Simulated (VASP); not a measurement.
# C (Fd-3m) in VASP: settings compared

C is run at these levels: PBE, HSE06; tasks: single point.

Everything below comes from runs of VASP 6.6.1. Logs are shortened: lines on timing, memory, paths and dates and some standing lists are left out, and cuts for length are marked.

## 1. The cell of the first run

It takes space group Fd-3m (No. 227, cubic). The conventional cell has a = 3.560 Å, b = 3.560 Å, c = 3.560 Å, α = 90.00°, β = 90.00°, γ = 90.00°. C (site symmetry -43m) has 4 C at 1.54 Å within 2.1 Å.

## 2. Single point, PBE

INCAR

```
SYSTEM = C
PREC     = Accurate       ! precision mode
ENCUT    = 520            ! plane-wave cutoff, eV
EDIFF    = 1E-7           ! SCF threshold, eV
ISMEAR   = 0              ! smearing method
SIGMA    = 0.05           ! smearing width, eV
LREAL    = .False.        ! projectors in reciprocal space
LASPH    = .True.         ! aspherical terms in the spheres
NELM     = 60             ! most SCF steps
ALGO     = Normal         ! electronic algorithm
ISIF     = 2              ! what is computed and relaxed
LWAVE    = .False.        ! write WAVECAR
LCHARG   = .True.         ! write CHGCAR
GGA      = PE             ! functional
LELF     = .True.         ! ELF
LVHAR    = .True.       
NBANDS   = 11             ! bands
```

KPOINTS

```
regular mesh
0
Gamma
  8 8 8
  0 0 0
```

POSCAR

```
C
1.0
    0.0000000000      1.7801241426      1.7801241426
    1.7801241426      0.0000000000      1.7801241426
    1.7801241426      1.7801241426      0.0000000000
C
2
Direct
    0.0000000000      0.0000000000      0.0000000000
    0.2500000000      0.2500000000      0.2500000000
```

Potentials or basis: VASP PAW PBE potentials, release 64 (C).

The run is started by

```sh
$ cat potpaw_PBE.64/C/POTCAR > POTCAR
$ mpirun -np 1 vasp_std > vasp.out
```

OUTCAR:

```text
SYSTEM = C
   PREC = Accurate
   ENCUT = 520
   EDIFF = 1E-7
   ISMEAR = 0
   LREAL = .False.
   LASPH = .True.
   NELM = 60
   ISIF = 2
   GGA = PE

 ion  position               nearest neighbor table
   1  0.000  0.000  0.000-   2 1.54   2 1.54   2 1.54   2 1.54
   2  0.250  0.250  0.250-   1 1.54   1 1.54   1 1.54   1 1.54

  LATTYP: Found a face centered cubic cell.
 ALAT       =     3.5602482852

  Lattice vectors:

 A1 = (   0.0000000000,   1.7801241426,   1.7801241426)
 A2 = (   1.7801241426,   0.0000000000,   1.7801241426)
 A3 = (   1.7801241426,   1.7801241426,   0.0000000000)

Analysis of symmetry for initial positions (statically):
=====================================================================
 Subroutine PRICEL returns:
 Original cell was already a primitive cell.

 Routine SETGRP: Setting up the symmetry group for a
 face centered cubic supercell.

 Subroutine GETGRP returns: Found 48 space group operations
 (whereof 24 operations were pure point group operations)
 out of a pool of 48 trial point group operations.

The static configuration has the point symmetry T_d .
 The point group associated with its full space group is O_h .

Analysis of symmetry for dynamics (positions and initial velocities):
=====================================================================
 Subroutine PRICEL returns:
 Original cell was already a primitive cell.

 Routine SETGRP: Setting up the symmetry group for a
 face centered cubic supercell.

 Subroutine GETGRP returns: Found 48 space group operations
 (whereof 24 operations were pure point group operations)
 out of a pool of 48 trial point group operations.

The dynamic configuration has the point symmetry T_d .
 The point group associated with its full space group is O_h .

 Subroutine INISYM returns: Found 48 space group operations
 (whereof 24 operations are pure point group operations),
 and found     1 'primitive' translations

----------------------------------------------------------------------------------------

                                     Primitive cell

  volume of cell :      11.2819

  direct lattice vectors                    reciprocal lattice vectors
     0.000000000  1.780124143  1.780124143    -0.280879287  0.280879287  0.280879287
     1.780124143  0.000000000  1.780124143     0.280879287 -0.280879287  0.280879287
     1.780124143  1.780124143  0.000000000     0.280879287  0.280879287 -0.280879287

  length of vectors
     2.517475705  2.517475705  2.517475705     0.486497196  0.486497196  0.486497196

  position of ions in fractional coordinates (direct lattice)
     0.000000000  0.000000000  0.000000000
     0.250000000  0.250000000  0.250000000

  ion indices of the primitive-cell ions
   primitive index   ion index
                 1           1
                 2           2

----------------------------------------------------------------------------------------

 KPOINTS: regular mesh

Automatic generation of k-mesh.
 Grid dimensions read from file:
 generate k-points for:    8    8    8

 Generating k-lattice:

  Cartesian coordinates                     Fractional coordinates (reciprocal lattice)
    -0.035109911  0.035109911  0.035109911     0.125000000  0.000000000  0.000000000
     0.035109911 -0.035109911  0.035109911     0.000000000  0.125000000  0.000000000
     0.035109911  0.035109911 -0.035109911     0.000000000  0.000000000  0.125000000

  Length of vectors
     0.060812149  0.060812149  0.060812149

  Shift w.r.t. Gamma in fractional coordinates (k-lattice)
     0.000000000  0.000000000  0.000000000

 Subroutine IBZKPT returns following result:
 ===========================================

 Found     29 irreducible k-points:

 Following reciprocal coordinates:
            Coordinates               Weight
  0.000000  0.000000  0.000000      1.000000
  0.125000  0.000000  0.000000      8.000000
  0.250000  0.000000  0.000000      8.000000
  0.375000  0.000000  0.000000      8.000000
  0.500000  0.000000  0.000000      4.000000
  0.125000  0.125000  0.000000      6.000000
[... 16 lines left out ...]
  0.500000  0.250000  0.125000     48.000000
 -0.375000  0.250000  0.125000     24.000000
 [... further k-points ...]
   k-points           NKPTS =     29   k-points in BZ     NKDIM =     29   number of bands    NBANDS=     11
   number of dos      NEDOS =    301   number of ions     NIONS =      2
   total plane-waves  NPLWV =   8000
   dimension x,y,z NGX =    20 NGY =   20 NGZ =   20
   dimension x,y,z NGXF=    40 NGYF=   40 NGZF=   40
   ions per type =               2
   NGX,Y,Z   is equivalent  to a cutoff of  13.21, 13.21, 13.21 a.u.
   NGXF,Y,Z  is equivalent  to a cutoff of  26.41, 26.41, 26.41 a.u.
 SYSTEM =  C
   PREC   = accura    normal or accurate (medium, high low for compatibility)
   ISTART =      0    job   : 0-new  1-cont  2-samecut
   ICHARG =      2    charge: 1-file 2-atom 10-const
   ISPIN  =      1    spin polarized calculation?
   LNONCOLLINEAR =      F non collinear calculations
   LSORBIT =      F    spin-orbit coupling
   LASPH  =      T    aspherical Exc in radial PAW
   ENCUT  =  520.0 eV  38.22 Ry    6.18 a.u.   4.68  4.68  4.68*2*pi/ulx,y,z
   NELM   =     60;   NELMIN=  2; NELMDL= -5     # of ELM steps
   EDIFF  = 0.1E-06   stopping-criterion for ELM
   LREAL  =      F    real-space projection
   EDIFFG = 0.1E-05   stopping-criterion for IOM
   NSW    =      0    number of steps for IOM
   IBRION =     -1    ionic relax: 0-MD 1-quasi-New 2-CG
   NFREE  =      0    steps in history (QN), initial steepest desc. (CG)
   ISIF   =      2    stress and relaxation
   ISYM   =      2    0-nonsym 1-usesym 2-fastsym
   POTIM  = 0.5000    time-step for ionic-motion
   TEBEG  =    0.0;   TEEND  =   0.0 temperature during run
   PSTRESS=    0.0 pullay stress
   NELECT =       8.0000    total number of electrons
   NUPDOWN=      -1.0000    fix difference up-down
   EMIN   =  10.00;   EMAX   =-10.00  energy-range for DOS
   EFERMI =   0.00;   METHOD = LEGACY
   ISMEAR =     0;   SIGMA  =   0.05  broadening in eV -4-tet -1-fermi 0-gaus
   EFERMI_NEDOS =   21; number of points for ismear=-14 and -15
   IALGO  =     38    algorithm
   IMIX   =      4    mixing-type and parameters
     AMIX     =   0.40;   BMIX     =  1.00
     AMIX_MAG =   1.60;   BMIX_MAG =  1.00
  volume/ion in A,a.u.               =       5.64        38.07
  Fermi-wavevector in a.u.,A,eV,Ry     =   1.459860  2.758735 28.996616  2.131191
  Thomas-Fermi vector in A             =   2.576377
   LORBIT       =      0    0 simple, 1 ext, 2 COOP (PROOUT), +10 PAW based schemes
   GGA     = PE    functional components
   LHFCALC =     F    Hartree Fock is set to
   AEXX    =    0.0000 exact exchange contribution
   IVDW    =     0    specifies the selected vdW correction
   LEPSILON=     F    determine dielectric tensor
   LRPA    =     F    only Hartree local field effects (RPA)
 non-spin polarized calculation
 Gauss-broadening in eV      SIGMA  =   0.05
  energy-cutoff  :      520.00
  volume of cell :       11.28
 maximum number of plane-waves:       314
   NGX =  9   NGY =  9   NGZ =  9

 number of electron       7.9999999 magnetization

 Free energy of the ion-electron system (eV)
  ---------------------------------------------------
  ext. energy  EPLUGINS =         0.00000000
  ---------------------------------------------------
  free energy    TOTEN  =       -18.18293457 eV

  energy without entropy =      -18.18293457  energy(sigma->0) =      -18.18293457

 E-fermi :  10.0365     XC(G=0): -13.2782

 val. band max:        9.8097164823   @ k =   0.0000   0.0000   0.0000
 cond. band min:      13.9538553848   @ k =   0.3750   0.3750   0.0000
 fundamental gap:      4.1441389026
 Fermi energy:        10.0364985500

 k-point     1 :       0.0000    0.0000    0.0000
  band No.  band energies     occupation
      1     -11.7414      2.00000
      2       9.8097      2.00000
      3       9.8097      2.00000
      4       9.8097      2.00000
      5      15.4145      0.00000
      6      15.4145      0.00000
      7      15.4145      0.00000
      8      23.2672      0.00000
      9      29.1735      0.00000
     10      36.4039      0.00000
     11      36.4039      0.00000

 k-point     2 :       0.1250    0.0000    0.0000
  band No.  band energies     occupation
      1     -11.3075      2.00000
      2       7.3846      2.00000
      3       9.1534      2.00000
      4       9.1534      2.00000
      5      16.2782      0.00000
      6      16.2782      0.00000
      7      16.7132      0.00000
      8      23.6259      0.00000
      9      29.8252      0.00000
     10      33.3346      0.00000
     11      33.3346      0.00000

 k-point     3 :       0.2500    0.0000    0.0000
  band No.  band energies     occupation
      1     -10.0191      2.00000
      2       3.1925      2.00000
      3       8.0546      2.00000
      4       8.0546      2.00000
      5      17.6244      0.00000
      6      17.6244      0.00000
      7      18.0061      0.00000
      8      24.5367      0.00000
      9      30.5949      0.00000
     10      32.2503      0.00000
     11      32.2503      0.00000
[... 267 lines left out ...]
 k-point    23 :       0.5000    0.2500    0.1250
  band No.  band energies     occupation
      1      -6.8544      2.00000
      2      -0.0722      2.00000
      3       3.5044      2.00000
      4       5.7073      2.00000
      5      17.8018      0.00000
      6      19.4841      0.00000
      7      22.2734      0.00000
      8      23.2118      0.00000
      9      30.0599      0.00000
     10      32.2149      0.00000
     11      36.0425      0.00000

 k-point    24 :      -0.3750    0.2500    0.1250
  band No.  band energies     occupation
      1      -4.9195      2.00000
      2      -2.6066      2.00000
      3       3.4720      2.00000
      4       5.0961      2.00000
      5      18.1266      0.00000
      6      19.3059      0.00000
      7      22.9375      0.00000
      8      24.7451      0.00000
      9      28.1854      0.00000
     10      33.8290      0.00000
     11      36.2254      0.00000

 [... further k-points ...]

------------------------ aborting loop because EDIFF is reached ----------------------------------------

  FORCE on cell =-STRESS in cart. coord.  units (eV):
  Direction    XX          YY          ZZ          XY          YZ          ZX
  --------------------------------------------------------------------------------------
  -------------------------------------------------------------------------------------
  Total        0.3456803      0.3456803      0.3456803     -0.0000000     -0.0000000      0.0000000
  in kB       49.0912793     49.0912793     49.0912793     -0.0000000     -0.0000000      0.0000000
  external PRESSURE =      49.0912793 kB  Pullay stress =       0.0000000 kB

 VOLUME and BASIS-vectors are now :
 -----------------------------------------------------------------------------
  energy-cutoff  :      520.00
  volume of cell :       11.28
      direct lattice vectors                 reciprocal lattice vectors
     0.000000000  1.780124143  1.780124143    -0.280879287  0.280879287  0.280879287
     1.780124143  0.000000000  1.780124143     0.280879287 -0.280879287  0.280879287
     1.780124143  1.780124143  0.000000000     0.280879287  0.280879287 -0.280879287

 POSITION                                       TOTAL-FORCE (eV/Angst)
 -----------------------------------------------------------------------------------
      0.00000      0.00000      0.00000         0.000000      0.000000     -0.000000
      0.89006      0.89006      0.89006        -0.000000     -0.000000      0.000000
 -----------------------------------------------------------------------------------
    total drift:                                0.000000      0.000000      0.000000

  FREE ENERGIE OF THE ION-ELECTRON SYSTEM (eV)
  ---------------------------------------------------
  free  energy   TOTEN  =       -18.1829345693 eV

  energy  without entropy=      -18.1829345693  energy(sigma->0) =      -18.18293457
```

Wall time 2.9 s (1 thread of AMD EPYC 9R45 (Zen 5), shared host); peak memory 0.08 GiB.

What came out:

```
Free energy            : -18.1829 eV
Pressure               : 4.9 GPa
Band gap on the k mesh : 4.14 eV (least direct gap 5.60 eV)
```

Caveat: the cell stands under pressure. A k mesh can miss the band edges.

## 3. Single point, HSE06

POSCAR is that of step 2.

INCAR.step1

```
ALGO = Normal
EDIFF = 1E-5
ENCUT = 520
GGA = PE
ISIF = 2
ISMEAR = 0
LASPH = True
LCHARG = False
LREAL = False
LWAVE = True
NBANDS = 11
NELM = 80
PREC = Accurate
SIGMA = 0.01
```

INCAR.step2

```
ALGO = Normal
EDIFF = 1E-6
ENCUT = 520
GGA = PE
HFSCREEN = 0.2079
ISIF = 2
ISMEAR = 0
ISTART = 1
LASPH = True
LCHARG = False
LHFCALC = True
LREAL = False
LWAVE = False
NBANDS = 11
NELM = 80
PREC = Accurate
PRECFOCK = Normal
SIGMA = 0.01
```

KPOINTS

```
k-points
0
Gamma
  6 6 6
```

Potentials or basis: VASP PAW PBE potentials, release 64 (C).

The run is started by

```sh
$ cat potpaw_PBE.64/C/POTCAR > POTCAR
$ cp INCAR.step1 INCAR
$ mpirun -np 1 vasp_std > vasp.out
$ cp INCAR.step2 INCAR
$ mpirun -np 1 vasp_std > vasp.out
```

It took 2.3 min on 1 thread of AMD EPYC 9R45 (Zen 5), shared host; peak memory 0.18 GiB.

The run converged. Its results:

| Quantity | Value |
| --- | --- |
| Free energy | -21.0428 eV |
| Pressure | -4.8 GPa |
| Band gap on the k mesh | 5.33 eV (least direct gap 6.99 eV) |

Levels at points of the mesh, in eV from the valence-band top:
```tsv
k point	band 2	band 3	band 4	band 5	band 6	band 7
(0.00, 0.00, 0.00)	0.00	0.00	0.00	6.99	6.99	6.99
(0.50, 0.00, 0.00)	-14.68	-3.08	-3.08	10.05	10.05	10.42
(0.50, 0.50, 0.00)	-14.11	-6.90	-6.90	5.92	5.92	19.31
```

Caveat: the k points lie up to 0.51 Å⁻¹ apart; the PAW data sets were made with another functional, which shifts forces and pressure a little.
